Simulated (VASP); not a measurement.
# C10O in VASP: relaxation of the atoms with PBE+D3(BJ)

Aim: the relaxation of the atoms of C10O with PBE+D3(BJ).

Program: VASP 6.6.1. These are calculated values, not measurements. Logs are shortened: lines on timing, memory, paths and dates and some standing lists are left out, and cuts for length are marked.

**1. The cell of the first run**

The cell holds a slab with vacuum, 11 atoms: a = 2.466 Å, b = 2.465 Å, c = 32.598 Å, α = 90.00°, β = 90.00°, γ = 120.01°.

**2. Relaxation of the atoms, PBE+D3(BJ)**

INCAR reads:

```
PREC = Accurate
ENCUT = 520
EDIFF = 1E-7
ISMEAR = 0
SIGMA = 0.1
LREAL = False
LASPH = True
NELM = 100
ALGO = Normal
ISIF = 2
LWAVE = False
LCHARG = False
LDIPOL = True
IDIPOL = 3
DIPOL = 0.5 0.5 0.491
GGA = PE
IVDW = 12
IBRION = 2
NSW = 45
EDIFFG = -0.02
KPAR = 4
```

KPOINTS reads:

```
Automatic mesh
0
Gamma
  12 12 1
```

POSCAR reads:

```
C10O
1.0
    2.4655379958      0.0000000000      0.0000000000
   -1.2327689979      2.1341461202      0.0000000000
    0.0000000000      0.0000000000     32.5979677131
C O
10 1
Selective dynamics
Direct
    0.0833101794      0.1666203587      0.2607524516  F F F
    0.4166898207      0.8333796413      0.2607524516  F F F
    0.5833101794      0.1666203587      0.3650391123  F F F
    0.9166898206      0.8333796413      0.3650391123  F F F
    0.0833101794      0.1666203587      0.4693232410  F F F
    0.4166898207      0.8333796413      0.4693232410  F F F
    0.5833101794      0.1666203587      0.5736099016  F F F
    0.9166898206      0.8333796413      0.5736099016  F F F
    0.0833101794      0.1666203587      0.6778940303  F F F
    0.4166898207      0.8333796413      0.6778940303  F F F
    0.8333101794      0.6666203587      0.7067301838  F F T
```

Potentials or basis: VASP PAW PBE potentials, release 64 (C, O).

Launch:

```bash
cat potpaw_PBE.64/C/POTCAR potpaw_PBE.64/O/POTCAR > POTCAR
mpirun -np 4 vasp_std > vasp.out
```

OUTCAR:

```text
PREC = Accurate
   ENCUT = 520
   EDIFF = 1E-7
   ISMEAR = 0
   LREAL = False
   LASPH = True
   NELM = 100
   ISIF = 2
   GGA = PE
   IVDW = 12
   IBRION = 2
   NSW = 45
   EDIFFG = -0.02
 IVDW          = 12

 ion  position               nearest neighbor table
   1  0.083  0.167  0.261-   2 1.42   2 1.42   2 1.42
   2  0.417  0.833  0.261-   1 1.42   1 1.42   1 1.42
   3  0.583  0.167  0.365-   4 1.42   4 1.42   4 1.42
   4  0.917  0.833  0.365-   3 1.42   3 1.42   3 1.42
   5  0.083  0.167  0.469-   6 1.42   6 1.42   6 1.42
   6  0.417  0.833  0.469-   5 1.42   5 1.42   5 1.42
   7  0.583  0.167  0.574-   8 1.42   8 1.42   8 1.42
   8  0.917  0.833  0.574-   7 1.42   7 1.42   7 1.42
   9  0.083  0.167  0.678-  11 1.42  10 1.42  10 1.42  10 1.42  11 1.88  11 1.88
  10  0.417  0.833  0.678-   9 1.42   9 1.42   9 1.42  11 1.59  11 1.59  11 2.01
  11  0.833  0.667  0.707-   9 1.42  10 1.59  10 1.59   9 1.88   9 1.88  10 2.01

  Warning from LATTYP: Monoclinic adjustment (A1->A3, A2->A1, A3->A2)!
  LATTYP: Found a base centered orthorhombic cell.
 ALAT       =     2.4655379958
 B/A-ratio  =     1.7311808813
 C/A-ratio  =    13.2214420417

  Lattice vectors:

 A1 = (   1.2327689979,  -2.1341461202,   0.0000000000)
 A2 = (   1.2327689979,   2.1341461202,   0.0000000000)
 A3 = (   0.0000000000,   0.0000000000,  32.5979677131)

Analysis of symmetry for initial positions (statically):
=====================================================================
 Subroutine PRICEL returns:
 Original cell was already a primitive cell.

 Routine SETGRP: Setting up the symmetry group for a
 base centered orthorhombic supercell.

 Subroutine GETGRP returns: Found  2 space group operations
 (whereof  2 operations were pure point group operations)
 out of a pool of  8 trial point group operations.

The static configuration has the point symmetry C_1h.

Analysis of symmetry for dynamics (positions and initial velocities):
=====================================================================
 Subroutine PRICEL returns:
 Original cell was already a primitive cell.

 Routine SETGRP: Setting up the symmetry group for a
 base centered orthorhombic supercell.

 Subroutine GETGRP returns: Found  2 space group operations
 (whereof  2 operations were pure point group operations)
 out of a pool of  8 trial point group operations.

The dynamic configuration has the point symmetry C_1h.

Analysis of constrained symmetry for selective dynamics:
=====================================================================
 Subroutine PRICEL returns:
 Original cell was already a primitive cell.

 Routine SETGRP: Setting up the symmetry group for a
 base centered orthorhombic supercell.

 Subroutine GETGRP returns: Found  2 space group operations
 (whereof  2 operations were pure point group operations)
 out of a pool of  8 trial point group operations.

The constrained configuration has the point symmetry C_1h.

 Subroutine INISYM returns: Found  2 space group operations
 (whereof  2 operations are pure point group operations),
 and found     1 'primitive' translations

----------------------------------------------------------------------------------------

                                     Primitive cell

  volume of cell :     171.5246

  direct lattice vectors                    reciprocal lattice vectors
     2.465537996  0.000000000  0.000000000     0.405590991  0.234285739  0.000000000
    -1.232768998  2.134146120  0.000000000     0.000000000  0.468571477  0.000000000
     0.000000000  0.000000000 32.597967713     0.000000000  0.000000000  0.030676759

  length of vectors
     2.465537996  2.464609313 32.597967713     0.468394982  0.468571477  0.030676759

  position of ions in fractional coordinates (direct lattice)
     0.083310179  0.166620359  0.260752452
     0.416689821  0.833379641  0.260752452
     0.583310179  0.166620359  0.365039112
     0.916689821  0.833379641  0.365039112
     0.083310179  0.166620359  0.469323241
     0.416689821  0.833379641  0.469323241
     0.583310179  0.166620359  0.573609902
     0.916689821  0.833379641  0.573609902
     0.083310179  0.166620359  0.677894030
     0.416689821  0.833379641  0.677894030
     0.833310179  0.666620359  0.706730184

  ion indices of the primitive-cell ions
   primitive index   ion index
                 1           1
                 2           2
                 3           3
                 4           4
                 5           5
                 6           6
                 7           7
                 8           8
                 9           9
                10          10
                11          11

----------------------------------------------------------------------------------------

 KPOINTS: Automatic mesh

Automatic generation of k-mesh.
 Grid dimensions read from file:
 generate k-points for:   12   12    1

 Generating k-lattice:

  Cartesian coordinates                     Fractional coordinates (reciprocal lattice)
     0.033799249  0.019523812  0.000000000     0.083333333  0.000000000  0.000000000
     0.000000000  0.039047623  0.000000000     0.000000000  0.083333333  0.000000000
     0.000000000  0.000000000  0.030676759     0.000000000  0.000000000  1.000000000

  Length of vectors
     0.039032915  0.039047623  0.030676759

  Shift w.r.t. Gamma in fractional coordinates (k-lattice)
     0.000000000  0.000000000  0.000000000

 Subroutine IBZKPT returns following result:
 ===========================================

 Found     43 irreducible k-points:

 Following reciprocal coordinates:
            Coordinates               Weight
  0.000000  0.000000  0.000000      1.000000
  0.083333  0.000000  0.000000      4.000000
  0.166667 -0.000000  0.000000      4.000000
  0.250000  0.000000  0.000000      4.000000
  0.333333 -0.000000  0.000000      4.000000
  0.416667 -0.000000  0.000000      4.000000
[... 16 lines left out ...]
  0.333333  0.166667  0.000000      4.000000
  0.416667  0.166667  0.000000      4.000000
 [... further k-points ...]
   k-points           NKPTS =     43   k-points in BZ     NKDIM =     43   number of bands    NBANDS=     29
   number of dos      NEDOS =    301   number of ions     NIONS =     11
   total plane-waves  NPLWV =  81000
   dimension x,y,z NGX =    18 NGY =   18 NGZ =  250
   dimension x,y,z NGXF=    36 NGYF=   36 NGZF=  500
   ions per type =              10   1
   NGX,Y,Z   is equivalent  to a cutoff of  12.14, 12.14, 12.75 a.u.
   NGXF,Y,Z  is equivalent  to a cutoff of  24.27, 24.28, 25.50 a.u.
 SYSTEM =  unknown system
   PREC   = accura    normal or accurate (medium, high low for compatibility)
   ISTART =      0    job   : 0-new  1-cont  2-samecut
   ICHARG =      2    charge: 1-file 2-atom 10-const
   ISPIN  =      1    spin polarized calculation?
   LNONCOLLINEAR =      F non collinear calculations
   LSORBIT =      F    spin-orbit coupling
   LASPH  =      T    aspherical Exc in radial PAW
   ENCUT  =  520.0 eV  38.22 Ry    6.18 a.u.   4.58  4.58 60.61*2*pi/ulx,y,z
   NELM   =    100;   NELMIN=  2; NELMDL= -5     # of ELM steps
   EDIFF  = 0.1E-06   stopping-criterion for ELM
   LREAL  =      F    real-space projection
   EDIFFG = -.2E-01   stopping-criterion for IOM
   NSW    =     45    number of steps for IOM
   IBRION =      2    ionic relax: 0-MD 1-quasi-New 2-CG
   NFREE  =      1    steps in history (QN), initial steepest desc. (CG)
   ISIF   =      2    stress and relaxation
   ISYM   =      2    0-nonsym 1-usesym 2-fastsym
   POTIM  = 0.5000    time-step for ionic-motion
   TEBEG  =    0.0;   TEEND  =   0.0 temperature during run
   PSTRESS=    0.0 pullay stress
   NELECT =      46.0000    total number of electrons
   NUPDOWN=      -1.0000    fix difference up-down
   EMIN   =  10.00;   EMAX   =-10.00  energy-range for DOS
   EFERMI =   0.00;   METHOD = LEGACY
   ISMEAR =     0;   SIGMA  =   0.10  broadening in eV -4-tet -1-fermi 0-gaus
   EFERMI_NEDOS =   21; number of points for ismear=-14 and -15
   IALGO  =     38    algorithm
   IMIX   =      4    mixing-type and parameters
     AMIX     =   0.40;   BMIX     =  1.00
     AMIX_MAG =   1.60;   BMIX_MAG =  1.00
  volume/ion in A,a.u.               =      15.59       105.23
  Fermi-wavevector in a.u.,A,eV,Ry     =   1.055728  1.995036 15.164527  1.114561
  Thomas-Fermi vector in A             =   2.190937
   LORBIT       =      0    0 simple, 1 ext, 2 COOP (PROOUT), +10 PAW based schemes
   GGA     = PE    functional components
   LHFCALC =     F    Hartree Fock is set to
   AEXX    =    0.0000 exact exchange contribution
   IVDW    =    12    specifies the selected vdW correction
   LEPSILON=     F    determine dielectric tensor
   LRPA    =     F    only Hartree local field effects (RPA)
 conjugate gradient relaxation of ions
 non-spin polarized calculation
 Gauss-broadening in eV      SIGMA  =   0.10
  energy-cutoff  :      520.00
  volume of cell :      171.52
 maximum number of plane-waves:      4686
   NGX =  9   NGY =  9   NGZ =121

--------------------------------------- Ionic step        1  -------------------------------------------

 number of electron      45.9999992 magnetization

 Free energy of the ion-electron system (eV)
  ---------------------------------------------------
  ext. energy  EPLUGINS =         0.00000000
  ---------------------------------------------------
  free energy    TOTEN  =       -89.96130996 eV

  energy without entropy =      -89.95561145  energy(sigma->0) =      -89.95846070

 E-fermi :   0.1926     XC(G=0):  -5.9378

 val. band max:        0.1904093719   @ k =   0.0000   0.4167   0.0000
 cond. band min:       0.1984958928   @ k =   0.0000   0.5000   0.0000
 fundamental gap:      0.0080865209
 Fermi energy:         0.1926399960

 k-point     1 :       0.0000    0.0000    0.0000
  band No.  band energies     occupation
      1     -27.3594      2.00000
      2     -19.4311      2.00000
      3     -19.3719      2.00000
      4     -19.2869      2.00000
      5     -19.2103      2.00000
      6     -14.8125      2.00000
[... 757 lines left out ...]
     28       4.9708      0.00000
     29       6.1125      0.00000

 [... further k-points ...]

------------------------ aborting loop because EDIFF is reached ----------------------------------------

 Edisp (eV)   -1.47998

 E8    (eV) :    -0.4241

  FORCE on cell =-STRESS in cart. coord.  units (eV):
  Direction    XX          YY          ZZ          XY          YZ          ZX
  --------------------------------------------------------------------------------------
  -------------------------------------------------------------------------------------
  Total      17.16030     9.68589    14.87066     0.00000     2.13159     0.00000
  in kB     160.29095    90.47396   138.90386     0.00000    19.91077     0.00000
  external pressure =      129.89 kB  Pullay stress =        0.00 kB
[... 271 lines left out ...]
  FREE ENERGIE OF THE ION-ELECTRON SYSTEM (eV)
  ---------------------------------------------------
  free  energy   TOTEN  =       -95.4839063870 eV

  energy  without entropy=      -95.4680609333  energy(sigma->0) =      -95.47598366

 dipolmoment           0.000000      0.000000     -0.090827 electrons x Angstroem

--------------------------------------- Ionic step        7  -------------------------------------------

 number of electron      45.9999990 magnetization

 dipolmoment           0.000000      0.000000      0.147820 electrons x Angstroem

 Free energy of the ion-electron system (eV)
  ---------------------------------------------------
  ext. energy  EPLUGINS =         0.00000000
  ---------------------------------------------------
  free energy    TOTEN  =       -94.13451667 eV

  energy without entropy =      -94.11588961  energy(sigma->0) =      -94.12520314

 E-fermi :  -0.6495     XC(G=0):  -6.3247

 val. band max:       -0.6496910453   @ k =   0.1667   0.2500   0.0000
 cond. band min:      -0.6485882130   @ k =  -0.4167   0.1667   0.0000
 fundamental gap:      0.0011028324
 Fermi energy:        -0.6495423623

 k-point     1 :       0.0000    0.0000    0.0000
  band No.  band energies     occupation
      1     -20.2356      2.00000
      2     -20.1411      2.00000
      3     -20.0537      2.00000
      4     -19.9447      2.00000
      5     -19.1265      2.00000
      6     -17.6341      2.00000
[... 757 lines left out ...]
     28       1.1217      0.00000
     29       2.0150      0.00000

 [... further k-points ...]

------------------------ aborting loop because EDIFF is reached ----------------------------------------

 vacuum level on the upper side and lower side of the slab       (xc-potential included)         2.352        -2.656

 Edisp (eV)   -1.50217

 E8    (eV) :    -0.4299

  FORCE on cell =-STRESS in cart. coord.  units (eV):
  Direction    XX          YY          ZZ          XY          YZ          ZX
  --------------------------------------------------------------------------------------
  -------------------------------------------------------------------------------------
  Total      -2.53486    -2.51126    -0.11842     0.00000     0.09207     0.00000
  in kB     -23.67762   -23.45722    -1.10617     0.00000     0.86000     0.00000
  external pressure =      -16.08 kB  Pullay stress =        0.00 kB
[... 26 lines left out ...]
  FREE ENERGIE OF THE ION-ELECTRON SYSTEM (eV)
  ---------------------------------------------------
  free  energy   TOTEN  =       -95.6366902175 eV

  energy  without entropy=      -95.6180631533  energy(sigma->0) =      -95.62737669

 reached required accuracy - stopping structural energy minimisation

 vacuum level on the upper side and lower side of the slab         8.580         3.493
```

Wall time 24 min (4 MPI ranks of Intel Xeon Platinum 8375C at 2.90GHz (Ice Lake), shared host); peak memory 0.4 GiB.

Results:

| Item | Value |
| --- | --- |
| Free energy | -95.6367 eV |
| Energy gained by relaxing | 381.4 meV/atom |
| Ionic steps | 7 |
| Band gap on the k mesh | zero (bands 23 and 24 overlap by 1.34 eV) |
| Dispersion energy per atom | -0.137 eV |

Step by step:
| step | energy change (eV) | largest force on free atoms (eV/Å) | pressure (GPa) |
| --- | --- | --- | --- |
| 1 | 0.0000 | 15.9997 | 12.99 |
| 2 | -3.3716 | 0.7632 | 2.16 |
| 3 | -3.4034 | 0.8792 | 1.90 |
| 4 | -3.4866 | 1.2660 | 1.40 |
| 5 | -3.7055 | 1.4251 | 0.46 |
| 6 | -4.0426 | 0.7112 | -0.80 |
| 7 | -4.1954 | 0.0129 | -1.61 |

Final structure:
```yaml
crystal:
  lattice:
    - [2.46554, 0.00000, 0.00000]
    - [-1.23277, 2.13415, 0.00000]
    - [0.00000, 0.00000, 32.59797]
  atoms:
    - { symbol: C, position: [0.08331, 0.16662, 0.26075] }
    - { symbol: C, position: [0.41669, 0.83338, 0.26075] }
    - { symbol: C, position: [0.58331, 0.16662, 0.36504] }
    - { symbol: C, position: [0.91669, 0.83338, 0.36504] }
    - { symbol: C, position: [0.08331, 0.16662, 0.46932] }
    - { symbol: C, position: [0.41669, 0.83338, 0.46932] }
    - { symbol: C, position: [0.58331, 0.16662, 0.57361] }
    - { symbol: C, position: [0.91669, 0.83338, 0.57361] }
    - { symbol: C, position: [0.08331, 0.16662, 0.67789] }
    - { symbol: C, position: [0.41669, 0.83338, 0.67789] }
    - { symbol: O, position: [0.83331, 0.66662, 0.76718] }
```
